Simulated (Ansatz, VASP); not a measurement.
## Co: VASP beside Ansatz

The input INCAR:

```
  ALGO = Normal
  EDIFF = 1E-6
  ENCUT = 520
  GGA = PE
  ISIF = 2
  ISMEAR = -1
  ISPIN = 2
  LASPH = T
  LCHARG = F
  LMAXMIX = 4
  LORBIT = 11
  LREAL = F
  LWAVE = F
  MAGMOM = 1.69 1.69
  NBANDS = 20
  NELM = 150
  PREC = Accurate
  SIGMA = 0.2
```

File KPOINTS:

```
k-points
0
Gamma
  14 14 8
```

The input POSCAR:

```
Co
1.0
    2.4935221926      0.0000000000      0.0000000000
   -1.2467610963      2.1594535637      0.0000000000
    0.0000000000      0.0000000000      4.0277844638
Co
2
Direct
    0.3333333333      0.6666666667      0.2500000000
    0.6666666667      0.3333333333      0.7500000000
```

Input for Ansatz:

```yaml
crystal:
  lattice:
    - [2.4935221926, 0.0, 0.0]
    - [-1.2467610963, 2.1594535637, 0.0]
    - [0.0, 0.0, 4.0277844638]
  atoms:
    - { symbol: Co, position: [0.3333333333, 0.6666666667, 0.25], spin: 1.69 }
    - { symbol: Co, position: [0.6666666667, 0.3333333333, 0.75], spin: 1.69 }
hamiltonian:
  xc: pbe
  pseudopotentials:
    kind: paw
    azcp:
      Co: "pseudopotentials/Co.paw.azcp"
basis:
  ecutwfc: 420
  fft_grid_basis: typed
kpoints:
  mp_grid: { grid: [14, 14, 8], shift: [0, 0, 0] }
magnetization:
  spin_polarized: true
scf:
  occupations: { method: fermi_dirac, width: 0.2 }
  lower_state_search: "off"
output:
  stress: true
```

Alike in both runs: task single point; functional PBE; k mesh 14 × 14 × 8; occupations fermi-dirac, width 0.2 eV; collinear spin.

```csv
,VASP,Ansatz
version,VASP 6.6.1,Ansatz 0.2.0
potentials or method,"VASP PAW PBE potentials, release 64 (Co), cutoff 520 eV","plane waves (420 eV) with PAW, scalar-relativistic"
valence electrons in the cell,18,34
```

|  | VASP | Ansatz | Ansatz less VASP |
| --- | --- | --- | --- |
| pressure (GPa) | 0.1 | 0.9 | +0.78 |
| traceless stress, the component that is largest in VASP (GPa) | 0.61 | 0.69 | +0.082 |
| net moment per atom (μB) | 1.55 | 1.56 | +0.008 |
| size of the moment on the site where the two differ most (μB) | 1.56 | 1.62 | +0.059 |

Site moments also hang on the region over which each program counts them. With one functional, cell and mesh, what is left measures potentials, basis and numerics. VASP's potentials hold 18 valence electrons a cell and Ansatz's 34, so a difference there can come from the potentials and not from the codes.
